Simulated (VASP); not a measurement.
# TaN (P6_3mc) in VASP: further runs, part 2 of 2

VASP 6.6.1. The steps go on from the part before.

## (5) Relaxation of shape and atoms at fixed volume, r2SCAN (13.34 Å³/atom)

This run uses another cell than the first one, of 13.34 Å³/atom.

Input file POSCAR:

```
TaN
1.0
    3.1654951477      0.0000000000      0.0000000000
   -1.5827475738      2.7413992135      0.0000000000
    0.0000000000      0.0000000000      6.1471267808
Ta N
2 2
Direct
    0.3333333333      0.6666666667      0.0312820972
    0.6666666667      0.3333333333      0.5312820972
    0.3333333333      0.6666666667      0.3537179028
    0.6666666667      0.3333333333      0.8537179028
```

Input file INCAR.step1:

```
SYSTEM = TaN
PREC = Accurate
ENCUT = 600
ISMEAR = 0
SIGMA = 0.1
LREAL = .False.
LASPH = .True.
NELM = 60
GGA = PE
ALGO = Normal
EDIFF = 1E-4
LWAVE = .True.
LCHARG = .False.
KPAR = 4
```

Input file INCAR.step2:

```
SYSTEM = TaN
PREC = Accurate
ENCUT = 600
EDIFF = 1E-6
ISMEAR = 0
SIGMA = 0.1
LREAL = .False.
LASPH = .True.
NELM = 60
ALGO = Normal
ISIF = 4
LWAVE = .False.
LCHARG = .False.
METAGGA = R2SCAN
LMIXTAU = .True.
IBRION = 2
NSW = 50
EDIFFG = -0.01
ISTART = 1
KPAR = 4
```

Input file KPOINTS:

```
regular mesh
0
Gamma
  18 18 8
  0 0 0
```

Potentials or basis: VASP PAW PBE potentials, release 64 (Ta_pv, N).

Started as:

```console
$ cat potpaw_PBE.64/Ta_pv/POTCAR potpaw_PBE.64/N/POTCAR > POTCAR
$ cp INCAR.step1 INCAR
$ mpirun -np 4 vasp_std > vasp.out
$ cp INCAR.step2 INCAR
$ mpirun -np 4 vasp_std > vasp.out
```

OUTCAR:

```text
SYSTEM = TaN
   PREC = Accurate
   ENCUT = 600
   EDIFF = 1E-6
   ISMEAR = 0
   LREAL = .False.
   LASPH = .True.
   NELM = 60
   ISIF = 4
   METAGGA = R2SCAN
   IBRION = 2
   NSW = 50
   EDIFFG = -0.01
   ISTART = 1

 ion  position               nearest neighbor table
   1  0.333  0.667  0.031-   3 1.98   4 2.13   4 2.13   4 2.13   2 3.58   2 3.58   2 3.58   2 3.58
                             2 3.58   2 3.58
   2  0.667  0.333  0.531-   4 1.98   3 2.13   3 2.13   3 2.13   1 3.58   1 3.58   1 3.58   1 3.58
                             1 3.58   1 3.58
   3  0.333  0.667  0.354-   1 1.98   2 2.13   2 2.13   2 2.13
   4  0.667  0.333  0.854-   2 1.98   1 2.13   1 2.13   1 2.13

  LATTYP: Found a hexagonal cell.
 ALAT       =     3.1654951477
 C/A-ratio  =     1.9419163493
[... 345 lines left out ...]
  ext. energy  EPLUGINS =         0.00000000
  ---------------------------------------------------
  free energy    TOTEN  =      -119.08566876 eV

  energy without entropy =     -119.08198798  energy(sigma->0) =     -119.08382837

 E-fermi :   6.3327     XC(G=0): -12.8706

 val. band max:        6.3286966690   @ k =   0.3333   0.2778   0.1250
 cond. band min:       6.3363756174   @ k =   0.0556  -0.0000   0.3750
 fundamental gap:      0.0076789484
 Fermi energy:         6.3326731983

 k-point     1 :       0.0000    0.0000    0.0000
  band No.  band energies     occupation
      1     -30.6878      2.00000
      2     -30.3553      2.00000
      3     -30.1196      2.00000
      4     -30.1196      2.00000
      5     -30.0914      2.00000
      6     -30.0914      2.00000
[... 541 lines left out ...]
     19       9.0436      0.00000
     20       9.6721      0.00000

 [... further k-points ...]

------------------------ aborting loop because EDIFF is reached ----------------------------------------

  FORCE on cell =-STRESS in cart. coord.  units (eV):
  Direction    XX          YY          ZZ          XY          YZ          ZX
  --------------------------------------------------------------------------------------
  -------------------------------------------------------------------------------------
  Total       -2.0255106     -2.0255106     -2.0271183     -0.0000000      0.0000000      0.0000000
  in kB      -60.8357681    -60.8357681    -60.8840540     -0.0000000      0.0000000      0.0000000
  external PRESSURE =     -60.8518634 kB  Pullay stress =       0.0000000 kB
[... 19 lines left out ...]
  FREE ENERGIE OF THE ION-ELECTRON SYSTEM (eV)
  ---------------------------------------------------
  free  energy   TOTEN  =      -119.0856687587 eV

  energy  without entropy=     -119.0819879792  energy(sigma->0) =     -119.08382837

 reached required accuracy - stopping structural energy minimisation
```

OSZICAR.step1:

```text
N       E                     dE             d eps       ncg     rms          rms(c)
DAV:   1     0.294443571757E+03    0.29444E+03   -0.19600E+04  7400   0.182E+03
DAV:   2    -0.334844547471E+02   -0.32793E+03   -0.31833E+03  8856   0.479E+02
DAV:   3    -0.499005336767E+02   -0.16416E+02   -0.15968E+02  8980   0.101E+02
DAV:   4    -0.502696485382E+02   -0.36911E+00   -0.36438E+00  9112   0.148E+01
DAV:   5    -0.502793386572E+02   -0.96901E-02   -0.96772E-02  9320   0.184E+00    0.322E+01
DAV:   6    -0.437471003520E+02    0.65322E+01   -0.46324E+01  9184   0.441E+01    0.132E+01
DAV:   7    -0.434243591986E+02    0.32274E+00   -0.28108E+00  8708   0.110E+01    0.823E+00
DAV:   8    -0.433792734251E+02    0.45086E-01   -0.20539E-01  8408   0.407E+00    0.671E-01
DAV:   9    -0.433736904224E+02    0.55830E-02   -0.38585E-02  9064   0.115E+00    0.234E-01
DAV:  10    -0.433736729847E+02    0.17438E-04   -0.32164E-03  8936   0.510E-01    0.549E-02
DAV:  11    -0.433736319098E+02    0.41075E-04   -0.31432E-04  6480   0.142E-01
   1 F= -.43373632E+02 E0= -.43371795E+02  d E =-.367336E-02
```

It took 28 min on 4 MPI ranks of Oxide Virtual Turin-like, shared host; peak memory 0.35 GiB.

Results:

```
Free energy               : -119.0857 eV
Energy gained by relaxing : 0.4 meV/atom
Ionic steps               : 5
Pressure after relaxing   : -6.1 GPa
Band gap on the k mesh    : zero (bands 16 and 17 overlap by 0.30 eV)
```

The path:
```csv
step,energy change (eV),largest force (eV/Å),pressure (GPa),volume (Å³)
1,0.0000,0.0182,-6.50,53.34
2,-0.0001,0.1821,-5.92,53.34
3,-0.0011,0.0820,-6.21,53.34
4,-0.0017,0.0138,-6.11,53.34
5,-0.0018,0.0014,-6.09,53.34
```

Final structure:
```
Ta N
1.0
     3.17400    0.00000    0.00000
    -1.58700    2.74876    0.00000
     0.00000    0.00000    6.11423
Ta N
2 2
Direct
  0.33333 0.66667 0.03069
  0.66667 0.33333 0.53069
  0.33333 0.66667 0.35431
  0.66667 0.33333 0.85431
```

Caveat: the PAW data sets were made with another functional, which shifts forces and pressure a little; spin-orbit coupling is left out, which moves the levels of the heavy elements.

## (6) The runs side by side

```tsv
task	cell	cutoff (eV)	gap on the mesh (eV)	pressure (GPa)	largest force (eV/Å)
single point	a = 3.050, b = 3.050, c = 4.940 Å, angles 90.0, 90.0, 120.0°, 4 atoms, atomic positions A	520	none	138.6	2.43
single point	a = 3.050, b = 3.050, c = 4.940 Å, angles 90.0, 90.0, 120.0°, 4 atoms, atomic positions B	520	none	139.1	0.05
single point	a = 2.959, b = 2.959, c = 6.010 Å, angles 90.0, 90.0, 120.0°, 4 atoms, atomic positions C	520	none	43.4	0.05
relaxation of shape and atoms at fixed volume	relaxed from a = 3.165, b = 3.165, c = 6.147 Å, angles 90.0, 90.0, 120.0°, 4 atoms, atomic positions D	600	none	-6.1	-
```

Alike in all rows: level r2SCAN; potentials or basis VASP PAW PBE potentials, release 64 (Ta_pv, N); no spin polarisation; k mesh 18 × 18 × 8; smearing gaussian 0.1 eV.

Caveats: the PAW data sets were made with another functional, which shifts forces and pressure a little; spin-orbit coupling is left out, which moves the levels of the heavy elements; the stress differs along the axes, from 122 to 147 GPa (at least some runs); the stress differs along the axes, from 126 to 165 GPa (at least some runs); the cell stands under pressure (at least some runs).

Total energies depend on the potentials used, so only differences within one code and one set of settings carry meaning.

The gap in the log of VASP goes by the Fermi energy; the results here count the filled bands.